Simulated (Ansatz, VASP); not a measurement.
**SiO2: VASP beside Ansatz**

The input INCAR:

```
PREC = Accurate
ENCUT = 520
EDIFF = 1E-8
ISMEAR = -1
SIGMA = 0.03
LREAL = F
LASPH = T
NELM = 80
ALGO = Normal
ISIF = 2
LWAVE = F
LCHARG = F
GGA = PS
LEFG = T
NBANDS = 25
```

Contents of KPOINTS:

```
regular mesh
0
Gamma
  7 7 7
```

The input POSCAR:

```
SiO2
1.0
   -2.4052910826      2.4052910826      3.7932688079
    2.4052910826     -2.4052910826      3.7932688079
    2.4052910826      2.4052910826     -3.7932688079
Si O
2 4
Direct
    0.0000000000      0.0000000000      0.0000000000
    0.7500000000      0.2500000000      0.5000000000
    0.9983800000      0.6250000000      0.8733800000
    0.3750000000      0.2483800000      0.3733800000
    0.7516200000      0.1250000000      0.1266200000
    0.8750000000      0.0016200000      0.6266200000
```

Input for Ansatz:

```yaml
crystal:
  lattice:
    - [-2.4052910826, 2.4052910826, 3.7932688079]
    - [2.4052910826, -2.4052910826, 3.7932688079]
    - [2.4052910826, 2.4052910826, -3.7932688079]
  atoms:
    - { symbol: Si, position: [0.0, 0.0, 0.0] }
    - { symbol: Si, position: [0.75, 0.25, 0.5] }
    - { symbol: O, position: [0.99838, 0.625, 0.87338] }
    - { symbol: O, position: [0.375, 0.24838, 0.37338] }
    - { symbol: O, position: [0.75162, 0.125, 0.12662] }
    - { symbol: O, position: [0.875, 0.00162, 0.62662] }
kpoints:
  mp_grid: { grid: [7, 7, 7] }
scf:
  occupations: { method: fermi_dirac, width: 0.03 }
hamiltonian:
  xc: pbesol
  pseudopotentials: { kind: paw }
output:
  forces: true
  stress: true
  eigenvalues: true
  efg: { contact_densities: true }
```

Change from the starting cell: volume scaled by 1.04, PAW files.

Alike in both runs: task electric field gradients; functional PBEsol; k mesh 7 × 7 × 7; occupations fermi-dirac, width 0.03 eV; no spin polarisation.

|  | VASP | Ansatz |
| --- | --- | --- |
| version | VASP 6.6.1 | Ansatz 0.2.0 |
| potentials or method | VASP PAW PBE potentials, release 64 (Si, O) | PAW with Ansatz's default frozen-core files, scalar-relativistic |
| plane-wave cutoff (eV) | 520 | 420 |
| valence electrons in the cell | 32 | 32 |

|  | VASP | Ansatz | Ansatz less VASP |
| --- | --- | --- | --- |
| gap on the k mesh at the Fermi level (eV) | 5.70 | 5.71 | +0.003 |
| pressure (GPa) | -4.6 | -5.1 | -0.47 |
| traceless stress, the component that is largest in VASP (GPa) | -1.42 | -1.48 | -0.064 |
| rms of the force components (eV/Å) | 0.213 | 0.226 | +0.0125 |
| size of Vzz on the site where it differs most (V/Å²) | 89.7 | 93.6 | +3.90 |

VASP's potentials were made for PBE, not for PBEsol. Atom by atom the forces differ by 0.012 eV/Å (rms over components).
